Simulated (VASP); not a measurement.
Input of a VASP 6.6.1 run:

The input INCAR:

```
SYSTEM = SiC
  ALGO = Normal
  EDIFF = 1E-7
  ENCUT = 520
  GGA = PE
  ISIF = 2
  ISMEAR = 0
  LASPH = .TRUE.
  LCHARG = .FALSE.
  LREAL = .FALSE.
  LWAVE = .FALSE.
  NBANDS = 16
  NELM = 100
  PREC = Accurate
  SIGMA = 0.05
```

Contents of KPOINTS:

```
k-points
0
G
  10 10 6
  0 0 0
```

File POSCAR:

```
SiC
1.0
    0.0000000000     -2.1898640950     -2.1898640950
    0.0000000000      2.1898640950     -2.1898640950
    4.3797281900      0.0000000000      0.0000000000
Si C
2 2
Direct
    0.5256865255      0.4743134745      0.5000000000
   -0.0256865255      0.0256865255      0.0000000000
    1.0168857361      0.5168857361      0.2500000000
    0.4831142639     -0.0168857361      0.7500000000
```

Potentials or basis: VASP PAW PBE potentials, release 64 (Si, C).

Command:

```console
$ cat potpaw_PBE.64/Si/POTCAR potpaw_PBE.64/C/POTCAR > POTCAR
$ mpirun -np 1 vasp_std > vasp.out
```

Predict the largest force.

1.491 eV/Å.

Predict the band gap on the k mesh.

1.26 eV (least direct gap 1.31 eV).

Predict the pressure.

-0.3 GPa.

Stress tensor (GPa, compression positive):
```
 0.51  0.00  0.00
 0.00 -1.07  0.00
 0.00  0.00 -0.44
```

Caveat: the cell differs from its parent crystal (atoms displaced along a vibrational mode); forces of over 1 eV/Å act on the atoms, so gaps and moduli don't describe the material at rest. A k mesh can miss the band edges.
